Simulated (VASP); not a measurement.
Here is a VASP 6.6.1 calculation.

INCAR

```
PREC = Accurate ; ENCUT = 520
EDIFF = 1E-6 ; ISMEAR = 0
SIGMA = 0.05 ; LREAL = False
LASPH = True ; NELM = 150
ALGO = Normal ; ISIF = 2
LWAVE = False ; LCHARG = True
ISPIN = 2 ; MAGMOM = 0.05 0.05 0 0 0 0
LORBIT = 11 ; LMAXMIX = 4
GGA = PE ; LELF = True
LVHAR = True ; NBANDS = 39
```

The input KPOINTS:

```
regular mesh
0
Gamma
  10 10 2
```

File POSCAR:

```
WS2
1.0
    3.1884706112      0.0000000001      0.0000000000
   -1.5942353057      2.7612965485      0.0000000000
    0.0000000000      0.0000000000     15.8907126572
W S
2 4
Direct
    0.3333333333      0.6666666667      0.2500000000
    0.6666666667      0.3333333333      0.7500000000
    0.3333333333      0.6666666667      0.6511560338
    0.6666666667      0.3333333333      0.1511560338
    0.3333333333      0.6666666667      0.8488439662
    0.6666666667      0.3333333333      0.3488439662
```

Potentials or basis: VASP PAW PBE potentials, release 64 (W_sv, S).

Run with:

```console
$ cat potpaw_PBE.64/W_sv/POTCAR potpaw_PBE.64/S/POTCAR > POTCAR
$ mpirun -np 1 vasp_std > vasp.out
```

Predict the net moment.

0.00 μB per cell.

Predict the band gap on the k mesh.

1.91 eV (least direct gap 2.15 eV).

Estimate the pressure.

-0.1 GPa.

What does it give for the largest force?

0.007 eV/Å.

Forces on the atoms (eV/Å):
```
W    0.000  0.000  0.000
W    0.000  0.000  0.000
S    0.000  0.000 -0.007
S    0.000  0.000 -0.007
S    0.000  0.000  0.007
S    0.000  0.000  0.007
```

Caveat: spin-orbit coupling is left out, which moves the levels of the heavy elements; this functional lacks dispersion, which binds the layers, so the pressure and a relaxed spacing across them are unreliable. PBE gaps usually lie below the measured ones, often by a third to a half.
